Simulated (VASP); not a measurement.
HfO2: single point with PBE

HfO2:

```
Hf O
1.0
     4.81353    0.00000    0.00000
     0.00000    4.81353    0.00000
     0.00000    0.00000    3.20542
Hf O
2 4
Cartesian
  2.4068 2.4068 1.6027
  0.0000 0.0000 0.0000
  3.8751 0.9384 1.6027
  3.3452 3.3452 0.0000
  1.4683 1.4683 0.0000
  0.9384 3.8751 1.6027
```

```yaml
Program: VASP 6.6.1
Task: single point
Functional: PBE
Potentials_or_basis: VASP PAW PBE potentials, release 64 (Hf_pv, O)
Cutoff: 520 eV
k_mesh: 6 × 6 × 8
Occupations: fermi-dirac, width 0.05 eV
Spin: no spin polarisation
Dipole_correction: no
Further_INCAR_settings: ALGO = Normal; EDIFF = 1e-07; NBANDS = 31
```

```
Pressure               : 5.6 GPa
Largest force          : 0.029 eV/Å
Band gap on the k mesh : 3.98 eV, direct
```

Forces in eV/Å, atoms in the order of the input:
```
Hf   0.000  0.000  0.000
Hf   0.000  0.000  0.000
O   -0.021  0.021  0.000
O    0.021  0.021  0.000
O   -0.021 -0.021  0.000
O    0.021 -0.021  0.000
```

Stress tensor (GPa, compression positive):
```
5.45 0.00 0.00
0.00 5.45 0.00
0.00 0.00 5.90
```

Levels at points of the mesh, in eV from the valence-band top:
| k point | band 19 | band 20 | band 21 | band 22 | band 23 | band 24 | band 25 | band 26 |
| --- | --- | --- | --- | --- | --- | --- | --- | --- |
| (0.00, 0.00, 0.00) | -0.75 | -0.49 | -0.49 | 0.00 | 3.98 | 4.16 | 5.25 | 5.61 |
| (0.50, 0.00, 0.00) | -1.46 | -1.46 | -0.67 | -0.67 | 4.65 | 4.65 | 6.24 | 6.24 |
| (0.50, 0.50, 0.00) | -1.14 | -1.14 | -0.83 | -0.83 | 4.23 | 4.23 | 5.68 | 5.68 |
| (0.00, 0.00, 0.50) | -2.06 | -2.06 | -0.96 | -0.96 | 5.63 | 5.63 | 6.11 | 6.11 |
| (0.50, 0.00, 0.50) | -1.76 | -1.76 | -0.93 | -0.93 | 4.20 | 4.20 | 6.36 | 6.36 |
| (0.50, 0.50, 0.50) | -1.10 | -1.10 | -0.51 | -0.51 | 5.15 | 5.15 | 5.89 | 5.89 |

It took 35 s on 1 thread of Intel(R) Xeon(R) 6975P-C (Granite Rapids) (shared host), peak memory 0.23 GiB.

Caveat: spin-orbit coupling is left out, which moves the levels of the heavy elements. As with any semilocal functional, this PBE gap is likely too small.
